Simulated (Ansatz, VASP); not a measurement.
One calculation of Al2Ru, two programs

```
Al Ru
1.0
     0.00000    3.95798    4.35095
     2.33236    0.00000    4.35095
     2.33236    3.95798    0.00000
Al Ru
4 2
Direct
  0.07886 0.42114 0.07886
  0.42114 0.07886 0.42114
  0.17114 0.82886 0.17114
  0.82886 0.17114 0.82886
  0.75000 0.75000 0.75000
  0.50000 0.50000 0.50000
```

Alike in both runs: functional LDA; k mesh 10 × 10 × 10; occupations gaussian, width 0.01 eV; no spin polarisation.

Ansatz relaxed the structure, and its values are those at the end. VASP's run is a single point on that final structure, the one shown.

|  | VASP | Ansatz |
| --- | --- | --- |
| version | VASP 6.6.1 | Ansatz 0.2.0 |
| potentials or method | VASP PAW LDA potentials, release 64 (Al, Ru_pv), cutoff 520 eV | scalar-relativistic, plane waves, PAW |
| valence electrons in the cell | 40 | 44 |

```tsv
	VASP	Ansatz	Ansatz less VASP
gap on the k mesh at the Fermi level (eV)	0.08	0.08	+0.001
least direct gap on the mesh (eV)	1.26	1.25	-0.003
pressure (GPa)	0.4	0.0	-0.45
rms of the force components (eV/Å)	0.003	0.000	-0.0033
```

LDA's correlation is that of Perdew and Zunger in VASP and of Perdew and Wang (1992) in Ansatz. VASP's potentials hold 40 valence electrons a cell and Ansatz's 44, so a difference there can come from the potentials and not from the codes.
